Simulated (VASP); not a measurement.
HfN: single point with PBE

HfN:

```
Hf N
1.0
     0.00000    2.48713    2.48713
     2.48713    0.00000    2.48713
     2.48713    2.48713    0.00000
Hf N
1 1
Direct
  0.00000 0.00000 0.00000
  0.25000 0.25000 0.25000
```

| Quantity | Value |
| --- | --- |
| Program | VASP 6.6.1 |
| Task | single point |
| Functional | PBE |
| Potentials or basis | VASP PAW PBE potentials, release 64 (Hf_pv, N) |
| Cutoff | 520 eV |
| k mesh | 9 × 9 × 9 |
| Occupations | fermi-dirac, width 0.05 eV |
| Spin | no spin polarisation |

The pressure is -7.3 GPa.

Levels at points of the mesh, in eV from the Fermi level:
```csv
k point,band 6,band 7,band 8,band 9,band 10,band 11
"(0.00, 0.00, 0.00)",-5.26,-5.26,-0.80,2.17,2.17,6.34
```

It took 12 s on 1 thread of Intel Xeon 6975P-C (shared host), peak memory 0.17 GiB.

Caveat: spin-orbit coupling is left out, which moves the levels of the heavy elements.
